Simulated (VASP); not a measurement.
Input of a VASP 6.6.1 run:

Contents of INCAR:

```
SYSTEM = Ta2Ru
PREC = Accurate ; ENCUT = 520
EDIFF = 1E-6 ; ISMEAR = 0
SIGMA = 0.1 ; LREAL = .False.
LASPH = .True. ; NELM = 100
ALGO = Fast ; ISIF = 2
LWAVE = .False. ; LCHARG = .False.
GGA = PE ; NBANDS = 25
```

Contents of KPOINTS:

```
regular mesh
0
Gamma
  12 12 16
  0 0 0
```

File POSCAR:

```
Ta2Ru
1.0
    4.5806975886      0.0000000000      0.0000000000
   -2.2903487943      3.9670004788      0.0000000000
    0.0000000000      0.0000000000      2.7769196701
Ta Ru
2 1
Direct
    0.3333333333      0.6666666667      0.5000000000
    0.6666666667      0.3333333333      0.5000000000
    0.0000000000      0.0000000000      0.0000000000
```

Potentials or basis: VASP PAW PBE potentials, release 64 (Ta_pv, Ru_pv).

The run is started by

```sh
$ cat potpaw_PBE.64/Ta_pv/POTCAR potpaw_PBE.64/Ru_pv/POTCAR > POTCAR
$ mpirun -np 1 vasp_std > vasp.out
```

Problem. What does it give for the band gap on the k mesh?

Solution. Zero (band 18 reaches 8.69 eV, above the bottom of band 19 at 6.96 eV).

Problem. What does it give for the pressure?

Solution. 0.2 GPa.

Stress tensor (GPa, compression positive):
```
0.28 0.00 0.00
0.00 0.28 0.00
0.00 0.00 0.17
```

Caveat: spin-orbit coupling is left out, which moves the levels of the heavy elements.
